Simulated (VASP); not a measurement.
Input of a VASP 6.6.1 run:

The input INCAR:

```
SYSTEM = Ge4P
ALGO = Normal ; EDIFF = 1E-7
ENCUT = 520 ; GGA = PE
ISIF = 2 ; ISMEAR = 0
LASPH = .TRUE. ; LCHARG = .FALSE.
LREAL = .FALSE. ; LWAVE = .FALSE.
NBANDS = 72 ; NELM = 80
PREC = Accurate ; SIGMA = 0.1
```

Contents of KPOINTS:

```
k-points
0
G
  4 4 4
  0 0 0
```

File POSCAR:

```
Ge4P
1.0
    4.1760530600     -3.1524038500      0.0000000000
    4.1760530600      3.1524038500      0.0000000000
    0.0000000000      0.0000000000      6.4446458000
Ge P
8 2
Direct
    0.7720744500      0.7720744500      0.0000000000
    0.2720744500      0.2720744500      0.5000000000
    0.2279255500      0.2279255500      0.0000000000
    0.7279255500      0.7279255500      0.5000000000
    0.3019311800      0.6980688200      0.7026450000
    0.6980688200      0.3019311800      0.2973550000
    0.8019311800      0.1980688200      0.7973550000
    0.1980688200      0.8019311800      0.2026450000
    0.0000000000      0.0000000000      0.0000000000
    0.5000000000      0.5000000000      0.5000000000
```

Potentials or basis: VASP PAW PBE potentials, release 64 (Ge_d, P).

Launch:

```bash
$ cat potpaw_PBE.64/Ge_d/POTCAR potpaw_PBE.64/P/POTCAR > POTCAR
$ mpirun -np 1 vasp_std > vasp.out
```

Task: Predict the band gap on the k mesh.

Result: Zero (bands 61 and 62 overlap by 1.12 eV).

Task: What does it give for the pressure?

Result: 66.1 GPa.

Task: Predict the largest force.

Result: 15.173 eV/Å.

Stress tensor (GPa, compression positive):
```
81.88  0.00  0.00
 0.00 55.88  0.00
 0.00  0.00 60.56
```

Caveat: the stress differs along the axes, from 56 to 82 GPa; forces of over 1 eV/Å act on the atoms, so gaps and moduli don't describe the material at rest.
